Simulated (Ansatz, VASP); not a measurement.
# Al in VASP and in Ansatz

The input POSCAR:

```
Al
1.0
   -1.6707796245      1.6707796245      1.6707796245
    1.6707796245     -1.6707796245      1.6707796245
    1.6707796245      1.6707796245     -1.6707796245
Al
1
Direct
    0.0000000000      0.0000000000      0.0000000000
```

File INCAR.step1:

```
SYSTEM = Al
PREC = Accurate ; ENCUT = 520
ISMEAR = 0 ; SIGMA = 0.15
LREAL = .FALSE. ; LASPH = .TRUE.
NELM = 80 ; NBANDS = 8
GGA = PE ; ALGO = Normal
EDIFF = 1E-4 ; LWAVE = .TRUE.
LCHARG = .FALSE.
```

The input INCAR.step2:

```
SYSTEM = Al
PREC = Accurate ; ENCUT = 520
EDIFF = 1E-6 ; ISMEAR = 0
SIGMA = 0.15 ; LREAL = .FALSE.
LASPH = .TRUE. ; NELM = 80
ALGO = Normal ; ISIF = 2
LWAVE = .FALSE. ; LCHARG = .TRUE.
METAGGA = R2SCAN ; LMIXTAU = .TRUE.
LELF = .TRUE. ; LVHAR = .TRUE.
NBANDS = 8 ; ISTART = 1
```

File KPOINTS:

```
Automatic mesh
0
G
  20 20 20
  0 0 0
```

Input for Ansatz:

```yaml
crystal:
  lattice:
    - [-1.6707796245, 1.6707796245, 1.6707796245]
    - [1.6707796245, -1.6707796245, 1.6707796245]
    - [1.6707796245, 1.6707796245, -1.6707796245]
  atoms:
    - { symbol: Al, position: [0.0, 0.0, 0.0] }
basis:
  ecutwfc: 500
kpoints:
  mp_grid: { grid: [20, 20, 20] }
hamiltonian:
  xc: r2scan
scf:
  occupations: { method: gaussian, width: 0.15 }
output:
  forces: true
  stress: true
  eigenvalues: true
```

Change from the starting cell: strain +0.050 along x and y, +0.050 along z, atoms carried along.

Alike in both runs: task single point; functional r2SCAN; k mesh 20 × 20 × 20; occupations gaussian, width 0.15 eV; no spin polarisation.

|  | VASP | Ansatz |
| --- | --- | --- |
| version | VASP 6.6.1 | Ansatz 0.2.0 |
| potentials or method | VASP PAW PBE potentials, release 64 (Al), cutoff 520 eV | scalar-relativistic, plane waves, PAW |
| valence electrons in the cell | 3 | 3 |

|  | VASP | Ansatz | Ansatz less VASP |
| --- | --- | --- | --- |
| gap on the k mesh at the Fermi level (eV) | none | none | - |
| pressure (GPa) | -8.6 | -8.4 | +0.20 |

VASP's potentials were made for PBE, not for r2SCAN. A gap of «none» marks a metal or a gap that the smearing closes.
